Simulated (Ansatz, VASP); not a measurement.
## Al3GaN4: VASP beside Ansatz

```
CELL_PARAMETERS angstrom
4.58327 0.00000 0.00000
0.00000 4.58327 0.00000
0.00000 0.00000 4.05444
ATOMIC_POSITIONS crystal
Al 0.50000 0.50000 0.00000
Al 0.50000 0.00000 0.50000
Al 0.00000 0.50000 0.50000
Ga 0.00000 0.00000 0.00000
N 0.74471 0.74471 0.25529
N 0.74471 0.25529 0.74471
N 0.25529 0.74471 0.74471
N 0.25529 0.25529 0.25529
```

Change from the starting cell: strain +0.040 along x and y, -0.080 along z, atoms carried along.

Alike in both runs: task single point; functional PBEsol; k mesh 6 × 6 × 6; occupations gaussian, width 0.05 eV; no spin polarisation.

```csv
,VASP,Ansatz
version,VASP 6.6.1,Ansatz 0.2.0
potentials or method,"VASP PAW PBE potentials, release 64 (Al, Ga_d, N), cutoff 520 eV","scalar-relativistic, plane waves, PAW"
valence electrons in the cell,42,42
```

|  | VASP | Ansatz | Ansatz less VASP |
| --- | --- | --- | --- |
| gap on the k mesh at the Fermi level (eV) | 2.76 | 2.77 | +0.007 |
| least direct gap on the mesh (eV) | 2.76 | 2.77 | +0.007 |
| pressure (GPa) | -0.3 | -0.2 | +0.05 |
| traceless stress, the component that is largest in VASP (GPa) | 7.24 | 7.21 | -0.027 |
| rms of the force components (eV/Å) | 0.057 | 0.056 | -0.0006 |

VASP's potentials were made for PBE, not for PBEsol. Atom by atom the forces differ by 0.003 eV/Å (rms over components). The functional is the same, so the differences come from potentials, cutoffs and numerics.
